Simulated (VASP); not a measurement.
A run of VASP 6.6.1:

File INCAR:

```
SYSTEM = GaN
PREC = Accurate ; ENCUT = 520
EDIFF = 1E-6 ; ISMEAR = -1
SIGMA = 0.02 ; LREAL = .False.
LASPH = .True. ; NELM = 60
ALGO = Normal ; ISIF = 2
LWAVE = .False. ; LCHARG = .False.
GGA = PE ; NBANDS = 16
```

KPOINTS

```
regular mesh
0
Gamma
  10 10 10
  0 0 0
```

Contents of POSCAR:

```
GaN
1.0
    0.0000000000      2.2039734903      2.2958620709
    2.2039734903      0.0000000000      2.2958620709
    2.2039734903      2.2039734903      0.0000000000
Ga N
1 1
Direct
    0.0000000000      0.0000000000      0.0000000000
    0.2500000000      0.2500000000      0.2500000000
```

Potentials or basis: VASP PAW PBE potentials, release 64 (Ga_d, N).

Run with:

```console
$ cat potpaw_PBE.64/Ga_d/POTCAR potpaw_PBE.64/N/POTCAR > POTCAR
$ mpirun -np 1 vasp_std > vasp.out
```

Hardware: 1 thread of Intel Xeon 8259CL (shared host).

How long does it take, and how much memory?

It took 47 s on 1 thread of Intel Xeon 8259CL (shared host), peak memory 0.16 GiB. Counts: scf iterations 13, k points 102.
